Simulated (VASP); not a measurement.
# Au (P2_1/m) in VASP: notebook

Au is run at these levels: PBE; tasks: single point.

Everything below comes from runs of VASP 6.6.1. Logs are shortened: lines on timing, memory, paths and dates and some standing lists are left out, and cuts for length are marked.

## 1. The cell of the first run

Symmetry: P2_1/m, No. 11, monoclinic system. Conventional cell: a = 2.880 Å, b = 4.829 Å, c = 2.880 Å, α = 90.00°, β = 120.00°, γ = 90.00°. Au (site symmetry m) has 14 Au at 2.62 to 3.58 Å within 3.6 Å.

## 2. Single point, PBE (atoms displaced along a vibrational mode, the cell strained)

Contents of INCAR:

```
SYSTEM = Au
ALGO = Normal
EDIFF = 1E-6
ENCUT = 500
GGA = PE
GGA_COMPAT = .FALSE.
ISIF = 2
ISMEAR = 0
LASPH = .TRUE.
LCHARG = .FALSE.
LREAL = .FALSE.
LWAVE = .FALSE.
NBANDS = 18
NELM = 120
PREC = Accurate
SIGMA = 0.15
```

Contents of KPOINTS:

```
k-points
0
G
  18 18 10
  0 0 0
```

Contents of POSCAR:

```
Au
1.0
    2.8804999125      0.0000000000      0.0000000000
   -1.4402499562      2.4945860998      0.0000000000
    0.0000000000      0.0000000000      4.8289054398
Au
2
Direct
    0.1886622649      0.6666666667      0.7500000000
    0.8113377351      0.3333333333      0.2500000000
```

Potentials or basis: VASP PAW PBE potentials, release 64 (Au).

Run with:

```bash
cat potpaw_PBE.64/Au/POTCAR > POTCAR
mpirun -np 1 vasp_std > vasp.out
```

OUTCAR:

```text
SYSTEM = Au
   EDIFF = 1E-6
   ENCUT = 500
   GGA = PE
   ISIF = 2
   ISMEAR = 0
   LASPH = .TRUE.
   LREAL = .FALSE.
   NELM = 120
   PREC = Accurate

 ion  position               nearest neighbor table
   1  0.189  0.667  0.750-   2 2.62   2 2.62   2 3.05   2 3.05   2 3.42   2 3.42   2 3.58   2 3.58

   2  0.811  0.333  0.250-   1 2.62   1 2.62   1 3.05   1 3.05   1 3.42   1 3.42   1 3.58   1 3.58

  LATTYP: Found a hexagonal cell.
 ALAT       =     2.8804999125
 C/A-ratio  =     1.6764122848

  Lattice vectors:

 A1 = (   2.8804999125,   0.0000000000,   0.0000000000)
 A2 = (  -1.4402499562,   2.4945860998,   0.0000000000)
 A3 = (   0.0000000000,   0.0000000000,   4.8289054398)

Analysis of symmetry for initial positions (statically):
=====================================================================
 Subroutine PRICEL returns:
 Original cell was already a primitive cell.

 Routine SETGRP: Setting up the symmetry group for a
 hexagonal supercell.

 Subroutine GETGRP returns: Found  4 space group operations
 (whereof  2 operations were pure point group operations)
 out of a pool of 24 trial point group operations.

The static configuration has the point symmetry S_2 .
 The point group associated with its full space group is C_2h.

Analysis of symmetry for dynamics (positions and initial velocities):
=====================================================================
 Subroutine PRICEL returns:
 Original cell was already a primitive cell.

 Routine SETGRP: Setting up the symmetry group for a
 hexagonal supercell.

 Subroutine GETGRP returns: Found  4 space group operations
 (whereof  2 operations were pure point group operations)
 out of a pool of 24 trial point group operations.

The dynamic configuration has the point symmetry S_2 .
 The point group associated with its full space group is C_2h.

 Subroutine INISYM returns: Found  4 space group operations
 (whereof  2 operations are pure point group operations),
 and found     1 'primitive' translations

----------------------------------------------------------------------------------------

                                     Primitive cell

  volume of cell :      34.6988

  direct lattice vectors                    reciprocal lattice vectors
     2.880499912  0.000000000  0.000000000     0.347161962  0.200434052  0.000000000
    -1.440249956  2.494586100  0.000000000     0.000000000  0.400868104  0.000000000
     0.000000000  0.000000000  4.828905440     0.000000000  0.000000000  0.207086267
[... 83 lines left out ...]
   NELM   =    120;   NELMIN=  2; NELMDL= -5     # of ELM steps
   EDIFF  = 0.1E-05   stopping-criterion for ELM
   LREAL  =      F    real-space projection
   EDIFFG = 0.1E-04   stopping-criterion for IOM
   NSW    =      0    number of steps for IOM
   IBRION =     -1    ionic relax: 0-MD 1-quasi-New 2-CG
   NFREE  =      0    steps in history (QN), initial steepest desc. (CG)
   ISIF   =      2    stress and relaxation
   ISYM   =      2    0-nonsym 1-usesym 2-fastsym
   POTIM  = 0.5000    time-step for ionic-motion
   TEBEG  =    0.0;   TEEND  =   0.0 temperature during run
   PSTRESS=    0.0 pullay stress
   NELECT =      22.0000    total number of electrons
   NUPDOWN=      -1.0000    fix difference up-down
   EMIN   =  10.00;   EMAX   =-10.00  energy-range for DOS
   EFERMI =   0.00;   METHOD = LEGACY
   ISMEAR =     0;   SIGMA  =   0.15  broadening in eV -4-tet -1-fermi 0-gaus
   EFERMI_NEDOS =   21; number of points for ismear=-14 and -15
   IALGO  =     38    algorithm
   IMIX   =      4    mixing-type and parameters
     AMIX     =   0.40;   BMIX     =  1.00
     AMIX_MAG =   1.60;   BMIX_MAG =  1.00
  volume/ion in A,a.u.               =      17.35       117.08
  Fermi-wavevector in a.u.,A,eV,Ry     =   1.406406  2.657722 26.912021  1.977978
  Thomas-Fermi vector in A             =   2.528770
   LORBIT       =      0    0 simple, 1 ext, 2 COOP (PROOUT), +10 PAW based schemes
   GGA     = PE    functional components
   LHFCALC =     F    Hartree Fock is set to
   AEXX    =    0.0000 exact exchange contribution
   IVDW    =     0    specifies the selected vdW correction
   LEPSILON=     F    determine dielectric tensor
   LRPA    =     F    only Hartree local field effects (RPA)
 non-spin polarized calculation
 Gauss-broadening in eV      SIGMA  =   0.15
  energy-cutoff  :      500.00
  volume of cell :       34.70
 maximum number of plane-waves:       896
 NGX is ok and might be reduce to    24
   NGX = 11   NGY = 11   NGZ = 17

 number of electron      22.0000004 magnetization

 Free energy of the ion-electron system (eV)
  ---------------------------------------------------
  ext. energy  EPLUGINS =         0.00000000
  ---------------------------------------------------
  free energy    TOTEN  =        -6.18151184 eV

  energy without entropy =       -6.17150188  energy(sigma->0) =       -6.17650686

 E-fermi :   9.1759     XC(G=0): -12.5859

 val. band max:        9.1739540463   @ k =   0.0000   0.4444   0.5000
 cond. band min:       9.1764359945   @ k =  -0.1111   0.0556   0.0000
 fundamental gap:      0.0024819482
 Fermi energy:         9.1758877238

 k-point     1 :       0.0000    0.0000    0.0000
  band No.  band energies     occupation
      1      -0.4877      2.00000
      2       2.1064      2.00000
      3       3.4343      2.00000
      4       4.6360      2.00000
      5       4.9139      2.00000
      6       5.0037      2.00000
[... 481 lines left out ...]
      5       4.5300      2.00000
      6       5.5215      2.00000
[... 10 lines left out ...]
     17      21.8392      0.00000
     18      22.9787      0.00000

 [... further k-points ...]

------------------------ aborting loop because EDIFF is reached ----------------------------------------

  FORCE on cell =-STRESS in cart. coord.  units (eV):
  Direction    XX          YY          ZZ          XY          YZ          ZX
  --------------------------------------------------------------------------------------
  -------------------------------------------------------------------------------------
  Total        1.0333493      1.3265078      4.7123221      0.3793287      0.0000000      0.0000000
  in kB       47.7136517     61.2498923    217.5857664     17.5150442      0.0000000      0.0000000
  external PRESSURE =     108.8497701 kB  Pullay stress =       0.0000000 kB

 VOLUME and BASIS-vectors are now :
 -----------------------------------------------------------------------------
  energy-cutoff  :      500.00
  volume of cell :       34.70
      direct lattice vectors                 reciprocal lattice vectors
     2.880499912  0.000000000  0.000000000     0.347161962  0.200434052  0.000000000
    -1.440249956  2.494586100  0.000000000     0.000000000  0.400868104  0.000000000
     0.000000000  0.000000000  4.828905440     0.000000000  0.000000000  0.207086267

 POSITION                                       TOTAL-FORCE (eV/Angst)
 -----------------------------------------------------------------------------------
     -0.41672      1.66306      3.62168         0.507509      0.727065      0.000000
      1.85697      0.83153      1.20723        -0.507509     -0.727065      0.000000
 -----------------------------------------------------------------------------------
    total drift:                               -0.000000      0.000000     -0.000000

  FREE ENERGIE OF THE ION-ELECTRON SYSTEM (eV)
  ---------------------------------------------------
  free  energy   TOTEN  =        -6.1815118357 eV

  energy  without entropy=       -6.1715018839  energy(sigma->0) =       -6.17650686
```

OSZICAR:

```text
N       E                     dE             d eps       ncg     rms          rms(c)
DAV:   1     0.120861263428E+03    0.12086E+03   -0.11456E+04 35472   0.115E+03
DAV:   2    -0.465444806233E+01   -0.12552E+03   -0.11979E+03 37756   0.257E+02
DAV:   3    -0.672453432332E+01   -0.20701E+01   -0.20581E+01 41208   0.332E+01
DAV:   4    -0.673371403000E+01   -0.91797E-02   -0.91787E-02 38660   0.233E+00
DAV:   5    -0.673379875697E+01   -0.84727E-04   -0.84727E-04 38906   0.238E-01    0.132E+01
DAV:   6    -0.622332101403E+01    0.51048E+00   -0.96814E-01 36578   0.894E+00    0.848E+00
DAV:   7    -0.618627474639E+01    0.37046E-01   -0.11139E-01 39040   0.301E+00    0.340E+00
DAV:   8    -0.618153881197E+01    0.47359E-02   -0.11043E-02 37086   0.865E-01    0.365E-01
DAV:   9    -0.618149906341E+01    0.39749E-04   -0.71807E-05 38398   0.718E-02    0.365E-02
DAV:  10    -0.618151221259E+01   -0.13149E-04   -0.21978E-05 38834   0.317E-02    0.897E-03
DAV:  11    -0.618151183575E+01    0.37685E-06   -0.87913E-07 21526   0.648E-03
   1 F= -.61815118E+01 E0= -.61765069E+01  d E =-.100100E-01
```

Run time: 8.8 min. Hardware: 1 thread of Intel Xeon 8259CL, shared host; peak memory 0.55 GiB.

Results:

```yaml
Free_energy: -6.1815 eV
Pressure: 10.9 GPa
Largest_force: 0.887 eV/Å
Band_gap_on_the_k_mesh: zero (bands 11 and 12 overlap by 5.75 eV)
```

Forces in eV/Å, atoms in the order of the input:
```
Au   0.508  0.727  0.000
Au  -0.508 -0.727  0.000
```

Caveat: the cell differs from its parent crystal (atoms displaced along a vibrational mode, the cell strained); the cell stands under pressure; spin-orbit coupling is left out, which moves the levels of the heavy elements.

(Part 1 of 3 ends here.)
